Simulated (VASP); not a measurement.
Here is a VASP 6.6.1 calculation.

Contents of INCAR:

```
PREC     = Accurate       # precision mode
ENCUT    = 520            # plane-wave cutoff, eV
EDIFF    = 1E-6           # SCF threshold, eV
ISMEAR   = 0              # smearing method
SIGMA    = 0.1            # smearing width, eV
LREAL    = F              # projectors in reciprocal space
LASPH    = T              # aspherical terms in the spheres
NELM     = 60             # most SCF steps
ALGO     = Normal         # electronic algorithm
ISIF     = 2              # what is computed and relaxed
LWAVE    = F              # write WAVECAR
LCHARG   = F              # write CHGCAR
GGA      = PE             # functional
NBANDS   = 72             # bands
```

File KPOINTS:

```
regular mesh
0
Gamma
  4 4 4
```

File POSCAR:

```
Sn2PbO3
1.0
    0.0738385648      0.0000000000     -5.2576900607
    0.0000000000     -5.5483264196      0.0000000000
   -8.3125787461      2.7741632098      0.0169283262
Sn Pb O
4 2 6
Direct
    0.7851632417      0.7458411820      0.4916823639
    0.7963669998      0.0837248666      0.1674497332
    0.2148367583      0.2541588180      0.5083176361
    0.2036330002      0.9162751334      0.8325502668
    0.7495116226      0.4161972328      0.8323944656
    0.2504883774      0.5838027672      0.1676055344
    0.9891920946      0.0761758447      0.6628300078
    0.0108079054      0.4133458370      0.3371699922
    1.0000000000      0.7602555269      0.0000000000
    0.9891920946      0.5866541630      0.6628300078
    0.0108079054      0.9238241553      0.3371699922
    1.0000000000      0.2397444731      0.0000000000
```

Potentials or basis: VASP PAW PBE potentials, release 64 (Sn_d, Pb_d, O).

Run with:

```bash
$ cat potpaw_PBE.64/Sn_d/POTCAR potpaw_PBE.64/Pb_d/POTCAR potpaw_PBE.64/O/POTCAR > POTCAR
$ mpirun -np 1 vasp_std > vasp.out
```

Q: Estimate the band gap on the k mesh.

A: 0.97 eV (least direct gap 0.99 eV).

Q: What does it give for the largest force?

A: 0.069 eV/Å.

Forces in eV/Å, atoms in the order of the input:
```
Sn   0.018  0.000  0.067
Sn   0.000  0.000  0.069
Sn  -0.018  0.000 -0.067
Sn   0.000  0.000 -0.069
Pb  -0.005  0.000  0.039
Pb   0.005  0.000 -0.039
O   -0.002 -0.006  0.012
O    0.002 -0.006 -0.012
O    0.000  0.009  0.000
O   -0.002  0.006  0.012
O    0.002  0.006 -0.012
O    0.000 -0.009  0.000
```

Caveat: spin-orbit coupling is left out, which moves the levels of the heavy elements. A k mesh can miss the band edges.
